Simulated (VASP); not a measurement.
A run of VASP 6.6.1:

The input INCAR:

```
SYSTEM = B16N15
PREC     = Accurate       ! precision mode
ENCUT    = 520            ! plane-wave cutoff, eV
EDIFF    = 1E-6           ! SCF threshold, eV
ISMEAR   = -1             ! smearing method
SIGMA    = 0.01           ! smearing width, eV
LREAL    = Auto         
LASPH    = .True.         ! aspherical terms in the spheres
NELM     = 120            ! most SCF steps
ALGO     = Normal         ! electronic algorithm
ISIF     = 2              ! what is computed and relaxed
LWAVE    = .False.        ! write WAVECAR
LCHARG   = .True.         ! write CHGCAR
GGA      = PE             ! functional
LELF     = .True.         ! ELF
LVHAR    = .True.       
NBANDS   = 82             ! bands
NELECT   = 120.0        
GGA_COMPAT= .False.
```

The input KPOINTS:

```
regular mesh
0
Gamma
  1 1 1
  0 0 0
```

File POSCAR:

```
B16N15
1.0
   -3.6241103800      3.6241103800     -3.6241103800
    3.6241103800      3.6241103800      3.6241103800
    3.6241103800     -3.6241103800     -3.6241103800
B N
16 15
Direct
    0.0267142802      0.0150363798      0.0106823457
   -0.0059992654      0.2512355874      0.7566103712
   -0.0074244427      0.5058448303      0.5018703376
    0.0220327174      0.7553057752      0.2611229794
    0.2461442689     -0.0004504554      0.7337242030
    0.2230199732      0.2714536526      0.5184825524
    0.2457226482      0.4861949045      0.2506979382
    0.2506381994      0.7472357947     -0.0031901622
    0.4940224806     -0.0560178854      0.4945848255
    0.4882636880      0.2413699938      0.1989564126
    0.5024416502      0.5038039156      0.0044444011
    0.5037467981      0.7545542804      0.7563345794
    0.7022197817      0.0020760957      0.2532329051
    0.7508237097      0.2497277691     -0.0051317422
    0.8029800958      0.5593186430      0.8102261499
    0.7511054340      0.7426753652      0.5013372413
    0.1239887732      0.0454552932      0.2880163380
   -0.0028013771      0.2461194352      0.0024034864
   -0.0104834003      0.4972434090      0.7479035448
   -0.0037667175      0.7514922876      0.4942492949
    0.2516995633     -0.0083528085     -0.0210008780
    0.2503303997      0.2579446821      0.7570577914
    0.2503444721      0.5110615588      0.5098162877
    0.2526432432      0.7332650558      0.2437898980
    0.5001737833      0.0084939466      0.7428929358
    0.4982295821      0.4920200582      0.2589612075
    0.5065808730      0.7557485045      0.0069539825
    0.7461011715     -0.0007243157      0.5002446973
    0.7437272095      0.2489056363      0.2510856195
    0.7523337355      0.5061424205      0.0045786409
    0.7533599184      0.7541343153      0.7582220771
```

Potentials or basis: VASP PAW PBE potentials, release 64 (B, N).

Run with:

```bash
$ cat potpaw_PBE.64/B/POTCAR potpaw_PBE.64/N/POTCAR > POTCAR
$ mpirun -np 1 vasp_gam > vasp.out
```

Hardware: 1 thread of Intel(R) Xeon(R) Platinum 8488C (Sapphire Rapids) (shared host).

Task: How long does it take, and how much memory?

Result: Run time: 31 s on 1 thread of Intel(R) Xeon(R) Platinum 8488C (Sapphire Rapids) (shared host), peak memory 0.31 GiB. Counts: scf iterations 16, k points 1.
